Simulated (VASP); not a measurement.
In2GaP3:

```
In Ga P
1.0
     1.82473   -9.43998    0.00000
     1.82473    9.43998    0.00000
     0.00000    0.00000    3.67468
In Ga P
2 1 3
Direct
  0.13432 0.86568 0.50000
  0.86568 0.13432 0.50000
  0.00000 0.00000 0.00000
  0.50000 0.50000 0.50000
  0.28600 0.71400 0.00000
  0.71400 0.28600 0.00000
```

The cell was generated, and may not be a known phase.

| Item | Value |
| --- | --- |
| Program | VASP 6.6.1 |
| Task | relaxation of cell and atoms |
| Functional | PBE |
| Potentials or basis | VASP PAW PBE potentials, release 64 (In_d, Ga_d, P) |
| Cutoff | 600 eV |
| k mesh | 6 × 6 × 6 |
| Occupations | gaussian, width 0.1 eV |
| Spin | no spin polarisation |

At the start: pressure 0.2 GPa; volume 21.10 Å³/atom.

Question: Where does the relaxation end?

Answer: Over 11 steps the energy falls by 13.1 meV/atom and the volume is 21.30 Å³/atom (+0.9 %); space group Cmmm (No. 65, to 0.1 Å) before and after.

The path:
```tsv
step	energy change (eV)	largest force (eV/Å)	pressure (GPa)	volume (Å³)
1	0.0000	0.4994	0.22	126.60
2	-0.0530	0.2117	-0.08	127.10
3	-0.0720	0.0761	-0.35	127.56
4	-0.0722	0.1054	-0.35	127.59
5	-0.0752	0.0388	0.31	126.59
6	-0.0753	0.0369	0.23	126.70
7	-0.0768	0.0354	0.14	127.08
8	-0.0780	0.0614	-0.08	127.96
9	-0.0781	0.0520	-0.02	127.71
10	-0.0782	0.0546	-0.03	127.77
11	-0.0786	0.0193	-0.10	127.78
```

Final structure:
```
CELL_PARAMETERS angstrom
1.75669 -9.55005 0.00000
1.75669 9.55005 0.00000
0.00000 0.00000 3.80826
ATOMIC_POSITIONS crystal
In 0.13347 0.86653 0.50000
In 0.86653 0.13347 0.50000
Ga 0.00000 0.00000 0.00000
P 0.50000 0.50000 0.50000
P 0.28862 0.71138 0.00000
P 0.71138 0.28862 0.00000
```

Caveat: spin-orbit coupling is left out, which moves the levels of the heavy elements.
